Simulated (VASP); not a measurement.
Crystal: Hf2SiOF2.

```
CELL_PARAMETERS angstrom
3.74320 0.00000 0.00000
-1.87160 3.24170 0.00000
0.00000 0.00000 6.23310
ATOMIC_POSITIONS crystal
Hf 0.33333 0.66667 0.26408
Hf 0.66667 0.33333 0.73592
Si 0.00000 0.00000 0.50000
O 0.00000 0.00000 0.00000
F 0.33333 0.66667 0.66814
F 0.66667 0.33333 0.33186
```

The cell was generated, and may not be a known phase.

- Program: VASP 6.6.1
- Task: relaxation of cell and atoms
- Functional: PBE
- Potentials or basis: VASP PAW PBE potentials, release 64 (Hf_pv, Si, O, F)
- Cutoff: 600 eV
- k mesh: 6 × 6 × 4
- Occupations: gaussian, width 0.1 eV
- Spin: no spin polarisation

At the start: pressure 24.5 GPa; volume 12.61 Å³/atom.

**Question.** Where does the relaxation end?

**Answer.** Over 16 steps the energy falls by 949.2 meV/atom and the volume is 12.88 Å³/atom (+2.2 %); space group P-3m1 (No. 164, to 0.1 Å) before and after.

The path:
| step | energy change (eV) | largest force (eV/Å) | pressure (GPa) | volume (Å³) |
| --- | --- | --- | --- | --- |
| 1 | 0.0000 | 4.0264 | 24.48 | 75.63 |
| 2 | -1.2470 | 2.4971 | -16.95 | 98.72 |
| 3 | -1.6335 | 3.0071 | -8.07 | 90.02 |
| 4 | -3.0891 | 2.7792 | -9.10 | 88.28 |
| 5 | -5.3805 | 0.2709 | -4.93 | 82.61 |
| 6 | -5.3827 | 0.3108 | -5.45 | 82.90 |
| 7 | -5.4958 | 0.4584 | 9.17 | 74.70 |
| 8 | -5.5483 | 0.3953 | 3.25 | 77.53 |
| 9 | -5.6242 | 0.4037 | -0.98 | 78.35 |
| 10 | -5.6264 | 0.3986 | -0.42 | 78.24 |
| 11 | -5.6560 | 0.3026 | -0.26 | 77.93 |
| 12 | -5.6921 | 0.1192 | 0.66 | 77.07 |
| 13 | -5.6901 | 0.0148 | -1.80 | 78.12 |
| 14 | -5.6942 | 0.0674 | -0.39 | 77.50 |
| 15 | -5.6950 | 0.0496 | 0.11 | 77.19 |
| 16 | -5.6951 | 0.0150 | -0.04 | 77.28 |

Final structure:
```cif
data_structure
_symmetry_space_group_name_H-M 'P 1'
_symmetry_Int_Tables_number 1
_cell_length_a 3.7205
_cell_length_b 3.7205
_cell_length_c 6.4471
_cell_angle_alpha 90.000
_cell_angle_beta 90.000
_cell_angle_gamma 120.000
_cell_volume 77.28
loop_
_atom_site_label
_atom_site_type_symbol
_atom_site_fract_x
_atom_site_fract_y
_atom_site_fract_z
_atom_site_occupancy
Hf1 Hf 0.33333 0.66667 0.22142 1
Hf2 Hf 0.66667 0.33333 0.77858 1
Si1 Si 0.00000 0.00000 0.50000 1
O1 O 0.00000 0.00000 0.00000 1
F1 F 0.33333 0.66667 0.83203 1
F2 F 0.66667 0.33333 0.16797 1
```
